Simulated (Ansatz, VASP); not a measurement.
## One calculation of MgS, two programs

The input INCAR:

```
ALGO = Normal
EDIFF = 1E-6
ENCUT = 600
GGA = PE
GGA_COMPAT = False
ISIF = 2
ISMEAR = 0
IVDW = 12
LASPH = True
LCHARG = False
LREAL = False
LWAVE = False
NBANDS = 11
NELM = 120
PREC = Accurate
SIGMA = 0.05
```

The input KPOINTS:

```
k-points
0
Gamma
  8 8 8
```

Contents of POSCAR:

```
MgS
1.0
    0.0000000000      2.5892536218      2.5892536218
    2.5892536218      0.0000000000      2.5892536218
    2.5892536218      2.5892536218      0.0000000000
Mg S
1 1
Direct
    0.0000000000      0.0000000000      0.0000000000
    0.5000000000      0.5000000000      0.5000000000
```

Input for Ansatz:

```yaml
crystal:
  lattice:
    - [0.0, 2.5892536218, 2.5892536218]
    - [2.5892536218, 0.0, 2.5892536218]
    - [2.5892536218, 2.5892536218, 0.0]
  atoms:
    - { symbol: Mg, position: [0.0, 0.0, 0.0] }
    - { symbol: S, position: [0.5, 0.5, 0.5] }
basis:
  ecutwfc: 420
  ecutrho_ratio: 4
kpoints:
  mp_grid: { grid: [8, 8, 8] }
hamiltonian:
  xc: pbe
  dispersion: d3bj
scf:
  occupations: { method: gaussian, width: 0.05 }
output:
  forces: true
  stress: true
  eigenvalues: true
```

Alike in both runs: task single point; functional PBE; dispersion D3(BJ); k mesh 8 × 8 × 8; occupations gaussian, width 0.05 eV; no spin polarisation.

|  | VASP | Ansatz |
| --- | --- | --- |
| version | VASP 6.6.1 | Ansatz 0.2.0 |
| potentials or method | VASP PAW PBE potentials, release 64 (Mg, S), cutoff 600 eV | scalar-relativistic, plane waves, PAW |
| valence electrons in the cell | 8 | 16 |

|  | VASP | Ansatz | Ansatz less VASP |
| --- | --- | --- | --- |
| gap on the k mesh at the Fermi level (eV) | 2.81 | 2.82 | +0.014 |
| least direct gap on the mesh (eV) | 3.82 | 3.84 | +0.011 |
| pressure (GPa) | -1.3 | -1.1 | +0.28 |

VASP's potentials hold 8 valence electrons a cell and Ansatz's 16, so a difference there can come from the potentials and not from the codes.
